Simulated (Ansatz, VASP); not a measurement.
# Sb in VASP and in Ansatz

```xyz
2
Lattice="2.1362 1.2333 3.7189 -2.1362 1.2333 3.7189 0.0000 -2.4666 3.7189" Properties=species:S:1:pos:R:3 pbc="T T T"
Sb    0.0000    0.0000    2.6066
Sb    0.0000    0.0000    8.5500
```

Change from the starting cell: volume scaled by 0.98, PAW files.

Alike in both runs: task electric field gradients; functional PBE; k mesh 9 × 9 × 9; occupations fermi-dirac, width 0.05 eV; no spin polarisation.

```csv
,VASP,Ansatz
version,VASP 6.6.1,Ansatz 0.2.0
potentials or method,"VASP PAW PBE potentials, release 64 (Sb)","PAW with Ansatz's default frozen-core files, scalar-relativistic"
plane-wave cutoff (eV),520,420
valence electrons in the cell,10,30
```

VASP gave:

- pressure (GPa): 4.6
- traceless stress, the component that is largest in VASP (GPa): -0.53
- rms of the force components (eV/Å): 0.207
- size of Vzz on the site where it differs most (V/Å²): 46.1

Problem. Estimate Ansatz's values.

Solution. Pressure (GPa): 4.5; traceless stress, the component that is largest in VASP (GPa): -0.48; rms of the force components (eV/Å): 0.179; size of Vzz on the site where it differs most (V/Å²): 50.3.

Atom by atom the forces differ by 0.028 eV/Å (rms over components). With one functional, cell and mesh, what is left measures potentials, basis and numerics. VASP's potentials hold 10 valence electrons a cell and Ansatz's 30, so a difference there can come from the potentials and not from the codes.

Spin-orbit coupling is off throughout.
